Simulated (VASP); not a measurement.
Here is a VASP 6.6.1 calculation.

The input INCAR:

```
PREC = Accurate ; ENCUT = 520
EDIFF = 1E-7 ; ISMEAR = -1
SIGMA = 0.03 ; LREAL = False
LASPH = True ; NELM = 60
ALGO = Normal ; ISIF = 2
LWAVE = False ; LCHARG = False
GGA = PS ; NBANDS = 27
```

Contents of KPOINTS:

```
Automatic mesh
0
Gamma
  8 8 8
```

File POSCAR:

```
NaTl2H3
1.0
   -1.6717903441      2.1254993174      6.6400660459
    1.6717903441     -2.1254993174      6.6400660459
    1.6717903441      2.1254993174     -6.6400660459
Na Tl H
1 2 3
Direct
    0.0000000000      0.0000000000      0.0000000000
    0.6576810120      0.6576810120      0.0000000000
    0.3423189880      0.3423189880      0.0000000000
    0.5000000000      0.0000000000      0.5000000000
    0.1113890260      0.6113890260      0.5000000000
    0.8886109740      0.3886109740      0.5000000000
```

Potentials or basis: VASP PAW PBE potentials, release 64 (Na_pv, Tl_d, H).

Launch:

```bash
$ cat potpaw_PBE.64/Na_pv/POTCAR potpaw_PBE.64/Tl_d/POTCAR potpaw_PBE.64/H/POTCAR > POTCAR
$ mpirun -np 1 vasp_std > vasp.out
```

Problem. Estimate the pressure.

Solution. 0.0 GPa.

Problem. Estimate the largest force.

Solution. 0.005 eV/Å.

Problem. What does it give for the band gap on the k mesh?

Solution. Zero (bands 18 and 19 overlap by 1.75 eV).

Stress tensor (GPa, compression positive):
```
-0.07  0.00  0.00
 0.00  0.01  0.00
 0.00  0.00 -0.07
```

Caveat: the PAW data sets were made with another functional, which shifts forces and pressure a little; spin-orbit coupling is left out, which moves the levels of the heavy elements.
